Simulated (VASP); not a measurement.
A run of VASP 6.6.1 is set up as follows.

INCAR

```
  PREC = Accurate
  ENCUT = 520
  EDIFF = 1E-6
  ISMEAR = -1
  SIGMA = 0.05
  LREAL = F
  LASPH = T
  NELM = 100
  ALGO = Normal
  ISIF = 2
  LWAVE = F
  LCHARG = T
  GGA = PE
  LELF = T
  LVHAR = T
  NBANDS = 16
```

The input KPOINTS:

```
regular mesh
0
Gamma
  16 16 16
```

POSCAR

```
CuO
1.0
    0.0000000000      2.2841972845      2.2841972845
    2.2841972845      0.0000000000      2.2841972845
    2.2841972845      2.2841972845      0.0000000000
Cu O
1 1
Direct
    0.0000000000      0.0000000000      0.0000000000
    0.2500000000      0.2500000000      0.2500000000
```

Potentials or basis: VASP PAW PBE potentials, release 64 (Cu, O).

Run with:

```console
$ cat potpaw_PBE.64/Cu/POTCAR potpaw_PBE.64/O/POTCAR > POTCAR
$ mpirun -np 1 vasp_std > vasp.out
```

Problem. Estimate the band gap on the k mesh.

Solution. Zero (an odd number of electrons rules out a gap without spin polarisation).

Problem. What does it give for the pressure?

Solution. -3.2 GPa.

Caveat: the cell stands under tension; an odd number of electrons without spin polarisation forces a metal; a magnetic or distorted state may lie lower; semilocal functionals often make such compounds metallic where correlation or magnetic order opens a gap, which also shifts bond lengths. With open d or f shells a metallic result of PBE can be an artefact of self-interaction; +U or a hybrid may open a gap.
